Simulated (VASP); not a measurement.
Cs2Si3:

```
CELL_PARAMETERS angstrom
4.61662 0.00000 0.00000
-2.30831 3.99811 0.00000
0.00000 0.00000 7.18271
ATOMIC_POSITIONS crystal
Cs 0.33333 0.66667 0.24500
Cs 0.66667 0.33333 0.75500
Si 0.00000 0.00000 0.00000
Si 0.33333 0.66667 0.64500
Si 0.66667 0.33333 0.35500
```

- Program: VASP 6.6.1
- Task: relaxation of cell and atoms
- Functional: PBE
- Potentials or basis: VASP PAW PBE potentials, release 64 (Cs_sv, Si)
- Cutoff: 600 eV
- k mesh: 6 × 6 × 4
- Occupations: gaussian, width 0.1 eV
- Spin: no spin polarisation

At the start: pressure 13.6 GPa; volume 26.52 Å³/atom.

Problem. How do energy, volume and symmetry change on relaxing?

Solution. Over 48 steps the energy falls by 1554.0 meV/atom and the volume is 35.67 Å³/atom (+34.5 %); space group P-3m1 (No. 164, to 0.1 Å) before and after.

The path:
```
step  energy change (eV)  largest force (eV/Å)  pressure (GPa)  volume (Å³)
   1              0.0000                3.0144           13.64       132.58
   3             -2.8064                0.7430            0.31       197.60
   5             -2.8611                0.5459           -0.68       214.29
   7             -2.9954                0.5846           -0.57       209.35
   9             -3.2619                0.6466           -0.22       196.15
  11             -3.4604                0.3137            0.05       185.81
  13             -3.5229                0.4839           -0.44       192.41
  15             -3.8752                0.3664           -0.05       189.53
  17             -4.3784                3.3775            5.66       162.15
  19             -4.7360                1.1949            4.38       171.07
  21             -4.6968                1.9784            5.06       168.05
  23             -4.7068                2.0988            5.02       168.11
  25             -4.7105                2.5836            4.67       168.28
  27             -4.7290                2.3403            4.74       168.36
  29             -4.8363                2.2816            4.44       169.52
  31             -5.2281                2.0804            3.38       174.18
  33             -6.3245                1.5849            0.24       192.81
  35             -6.9233                1.1693           -2.41       221.45
  37             -7.5457                0.3316           -0.76       195.84
  39             -7.5563                0.3123           -0.35       192.72
  41             -7.6297                0.5045            0.18       185.64
  43             -7.6579                0.5159            0.26       182.95
  45             -7.7303                0.1579           -0.30       181.83
  47             -7.7680                0.0509           -0.05       179.14
  48             -7.7701                0.0336            0.07       178.34
```

Final structure:
```xyz
5
Lattice="3.9702 0.0000 0.0000 -1.9851 3.4383 0.0000 0.0000 0.0000 13.0645" Properties=species:S:1:pos:R:3 pbc="T T T"
Cs    0.0000    2.2922    2.7625
Cs    1.9851    1.1461   10.3020
Si    0.0000    0.0000    0.0000
Si    0.0000    2.2922    6.3745
Si    1.9851    1.1461    6.6900
```

Caveat: the volume moved by over 15 % at a fixed basis, so the end points are rough.
